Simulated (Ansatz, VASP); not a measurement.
# SnO2: VASP beside Ansatz

```xyz
6
Lattice="4.7201 0.0000 0.0000 0.0000 4.7206 0.0000 0.0000 0.0000 3.1888" Properties=species:S:1:pos:R:3 pbc="T T T"
Sn    2.3600    2.3603    1.5944
Sn    0.0000    0.0000    0.0000
O     1.4443    1.4453    0.0000
O     3.8043    0.9150    1.5944
O     0.9157    3.8056    1.5944
O     3.2758    3.2753    0.0000
```

Alike in both runs: functional LDA; k mesh 6 × 6 × 8; occupations gaussian, width 0.02 eV; no spin polarisation.

Ansatz relaxed the structure, and its values are those at the end. VASP's run is a single point on that final structure, the one shown.

|  | VASP | Ansatz |
| --- | --- | --- |
| version | VASP 6.6.1 | Ansatz 0.2.0 |
| potentials or method | VASP PAW LDA potentials, release 64 (Sn_d, O), cutoff 520 eV | scalar-relativistic, plane waves, PAW |
| valence electrons in the cell | 52 | 52 |

Ansatz gave:

| Quantity | Value |
| --- | --- |
| gap on the k mesh at the Fermi level (eV) | 1.18 |
| least direct gap on the mesh (eV) | 1.18 |
| pressure (GPa) | 0.0 |
| rms of the force components (eV/Å) | 0.000 |

**Question.** What did VASP give for the same quantities?

**Answer.** gap on the k mesh at the Fermi level (eV): 1.21; least direct gap on the mesh (eV): 1.21; pressure (GPa): 1.4; rms of the force components (eV/Å): 0.013.

Ansatz warns that its potentials were made for another functional, while VASP's fit it. LDA's correlation is that of Perdew and Zunger in VASP and of Perdew and Wang (1992) in Ansatz.
